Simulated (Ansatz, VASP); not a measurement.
# Ge2Sb2Te5: VASP beside Ansatz

```
Te Sb Ge
1.0
     4.29406    0.00000    0.00000
    -2.14703    3.71877    0.00000
     0.00000    0.00000   17.10135
Te Sb Ge
5 2 2
Direct
  0.66667 0.33333 0.41989
  0.33333 0.66667 0.58011
  0.33333 0.66667 0.20154
  0.66667 0.33333 0.79846
  0.00000 0.00000 0.00000
  0.00000 0.00000 0.32007
  0.00000 0.00000 0.67993
  0.66667 0.33333 0.10290
  0.33333 0.66667 0.89711
```

Alike in both runs: functional RPBE; k mesh 7 × 7 × 2; occupations fermi-dirac, width 0.05 eV; no spin polarisation.

|  | VASP | Ansatz |
| --- | --- | --- |
| version | VASP 6.6.1 | Ansatz 0.2.0 |
| potentials or method | VASP PAW PBE potentials, release 64 (Te, Sb, Ge_d) | Ansatz PAW |
| plane-wave cutoff (eV) | 520 | 420 |
| valence electrons in the cell | 68 | 138 |
| task | single point | band structure |

VASP gave:

```
gap on the k mesh at the Fermi level (eV)                     : 0.26
least direct gap on the mesh (eV)                             : 0.26
pressure (GPa)                                                : 1.5
traceless stress, the component that is largest in VASP (GPa) : 0.06
rms of the force components (eV/Å)                            : 0.036
```

Problem. What did Ansatz give for the same quantities?

Solution. gap on the k mesh at the Fermi level (eV): 0.27; least direct gap on the mesh (eV): 0.27; pressure (GPa): 1.7; traceless stress, the component that is largest in VASP (GPa): 0.06; rms of the force components (eV/Å): 0.036.

VASP's potentials were made for PBE, not for RPBE. Atom by atom the forces differ by 0.006 eV/Å (rms over components). With one functional, cell and mesh, what is left measures potentials, basis and numerics. VASP's potentials hold 68 valence electrons a cell and Ansatz's 138, so a difference there can come from the potentials and not from the codes.

Neither program's run includes spin-orbit coupling.
